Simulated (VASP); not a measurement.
A run of VASP 6.6.1:

Contents of POSCAR:

```
TiSi3W
1.0
    4.5026649326      0.0000000000      0.0000000000
    0.0000000000      4.5026649326      0.0000000000
    0.0000000000      0.0000000000      4.5026649326
Ti Si W
1 3 1
Direct
    0.5000000000      0.5000000000      0.5000000000
    0.0000000000      0.5000000000      0.5000000000
    0.5000000000      0.0000000000      0.5000000000
    0.5000000000      0.5000000000      0.0000000000
    0.0000000000      0.0000000000      0.0000000000
```

The input INCAR.step1:

```
SYSTEM = TiSi3W
PREC = Accurate
ENCUT = 520
EDIFF = 1E-6
ISMEAR = 0
SIGMA = 0.1
LREAL = .False.
LASPH = .True.
NELM = 100
ALGO = Normal
ISIF = 2
LWAVE = .False.
LCHARG = .True.
LMAXMIX = 4
GGA = PE
NBANDS = 27
```

KPOINTS.step1

```
Automatic mesh
0
Gamma
  8 8 8
  0 0 0
```

Contents of INCAR.step2:

```
SYSTEM = TiSi3W
PREC = Accurate
ENCUT = 520
EDIFF = 1E-6
ISMEAR = -5
SIGMA = 0.1
LREAL = .False.
LASPH = .True.
NELM = 100
ALGO = Normal
ISIF = 2
LWAVE = .False.
LCHARG = .False.
LMAXMIX = 4
GGA = PE
LORBIT = 11
NEDOS = 2001
ICHARG = 11
```

The input KPOINTS.step2:

```
Automatic mesh
0
Gamma
  12 12 12
  0 0 0
```

Potentials or basis: VASP PAW PBE potentials, release 64 (Ti_sv, Si, W_sv).

Launch:

```bash
$ cat potpaw_PBE.64/Ti_sv/POTCAR potpaw_PBE.64/Si/POTCAR potpaw_PBE.64/W_sv/POTCAR > POTCAR
$ cp INCAR.step1 INCAR
$ cp KPOINTS.step1 KPOINTS
$ mpirun -np 1 vasp_std > vasp.out
$ cp INCAR.step2 INCAR
$ cp KPOINTS.step2 KPOINTS
$ mpirun -np 1 vasp_std > vasp.out
```

Hardware: 1 thread of Intel Xeon 8259CL (shared host).

Question: Estimate the wall time of this run.

Answer: It took 3.8 min on 1 thread of Intel Xeon 8259CL, with other jobs on the host, peak memory 0.33 GiB. Counts: k points 84.
